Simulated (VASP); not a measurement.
Crystal: B.

```
CELL_PARAMETERS angstrom
1.92005 0.00000 0.00000
0.00000 1.92005 0.00000
0.00000 0.00000 1.92005
ATOMIC_POSITIONS crystal
B 0.00000 0.00000 0.00000
```

```yaml
Program: VASP 6.6.1
Task: relaxation of cell and atoms
Functional: r2SCAN
Potentials_or_basis: VASP PAW PBE potentials, release 64 (B)
Cutoff: 600 eV
k_mesh: 16 × 16 × 16
Occupations: fermi-dirac, width 0.1 eV
Spin: no spin polarisation
```

At the start: pressure -11.9 GPa; volume 7.08 Å³/atom.

Task: How do energy, volume and symmetry change on relaxing?

Result: Over 3 steps the energy falls by 15.2 meV/atom and the volume is 6.69 Å³/atom (-5.5 %); space group Pm-3m (No. 221, to 0.05 Å).

Step by step:
```csv
step,energy change (eV),largest force (eV/Å),pressure (GPa),volume (Å³)
1,0.0000,0.0000,-11.94,7.08
2,-0.0130,0.0000,5.10,6.55
3,-0.0152,0.0000,-0.08,6.69
```

Final structure:
```
CELL_PARAMETERS angstrom
1.88418 0.00000 0.00000
0.00000 1.88418 0.00000
0.00000 0.00000 1.88418
ATOMIC_POSITIONS crystal
B 0.00000 0.00000 0.00000
```

Caveat: the PAW data sets were made with another functional, which shifts forces and pressure a little.
